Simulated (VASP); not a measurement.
## KI: single point with r2SCAN

Crystal: KI.

```
K I
1.0
     0.00000    3.72075    3.16264
     3.72075    0.00000    3.16264
     3.72075    3.72075    0.00000
K I
1 1
Direct
  0.00000 0.00000 0.00000
  0.50000 0.50000 0.50000
```

This cell differs from its parent crystal: ratio of the length along z to the lengths across it x 0.85, volume and fractional coordinates fixed.

```json
{
 "Program": "VASP 6.6.1",
 "Task": "single point",
 "Functional": "r2SCAN",
 "Potentials or basis": "VASP PAW PBE potentials, release 64 (K_sv, I)",
 "Cutoff": "520 eV",
 "k mesh": "6 × 6 × 6",
 "Occupations": "gaussian, width 0.05 eV",
 "Spin": "no spin polarisation",
 "Dipole correction": "no",
 "Further INCAR settings": "ALGO = Normal; EDIFF = 1e-07; NBANDS = 15"
}
```

| Property | Result |
| --- | --- |
| Pressure | 1.5 GPa |
| Band gap on the k mesh | 4.45 eV |

Stress tensor (GPa, compression positive):
```
-0.88  0.00  0.00
 0.00 -0.88  0.00
 0.00  0.00  6.29
```

Levels at points of the mesh, in eV from the valence-band top:
```
           k point  band 6  band 7  band 8  band 9  band 10  band 11
(0.00, 0.00, 0.00)   -0.10   -0.10    0.00    4.45     6.70     6.70
(0.50, 0.00, 0.00)   -1.45   -0.49   -0.44    5.91     8.15     8.17
(0.50, 0.50, 0.00)   -0.88   -0.64   -0.64    5.14     6.61     9.11
(0.50, 0.00, 0.50)   -1.18   -0.37   -0.30    5.40     6.44     8.66
```

Run time: 95 s on 1 thread of Intel(R) Xeon(R) 6975P-C (Granite Rapids) (shared host), peak memory 0.25 GiB.

Caveat: the PAW data sets were made with another functional, which shifts forces and pressure a little; spin-orbit coupling is left out, which moves the levels of the heavy elements.
